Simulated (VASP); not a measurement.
RbBr: single point with PBE

RbBr:

```
Rb Br
1.0
     0.00000    3.46083    3.46083
     3.40891    0.00000    3.46083
     3.40891    3.46083    0.00000
Rb Br
1 1
Direct
  0.00000 0.00000 0.00000
  0.50000 0.50000 0.50000
```

This cell differs from its parent crystal: uniaxial x strain -1.5%.

```yaml
Program: VASP 6.6.1
Task: single point
Functional: PBE
Potentials_or_basis: VASP PAW PBE potentials, release 64 (Rb_sv, Br)
Cutoff: 520 eV
k_mesh: 6 × 6 × 6
Occupations: fermi-dirac, width 0.02 eV
Spin: no spin polarisation
Dipole_correction: no
Further_INCAR_settings: ALGO = Normal; EDIFF = 1e-06; NBANDS = 15
```

```
Pressure               : 0.8 GPa
Band gap on the k mesh : 4.31 eV
```

Stress tensor (GPa, compression positive):
```
1.13 0.00 0.00
0.00 0.64 0.00
0.00 0.00 0.64
```

Levels at points of the mesh, in eV from the valence-band top:
```csv
k point,band 6,band 7,band 8,band 9,band 10,band 11
"(0.00, 0.00, 0.00)",-0.02,-0.02,0.00,4.31,7.23,7.23
"(0.50, 0.00, 0.00)",-0.98,-0.36,-0.35,6.76,7.65,9.43
"(0.50, 0.50, 0.00)",-0.49,-0.17,-0.16,5.62,7.06,9.10
"(0.00, 0.50, 0.50)",-0.46,-0.18,-0.18,5.60,7.08,9.16
```

Run time: 56 s on 1 thread of Intel Xeon 8259CL, with other jobs on the host, peak memory 0.22 GiB.

Caveat: the cell differs from its parent crystal (uniaxial x strain -1.5%).
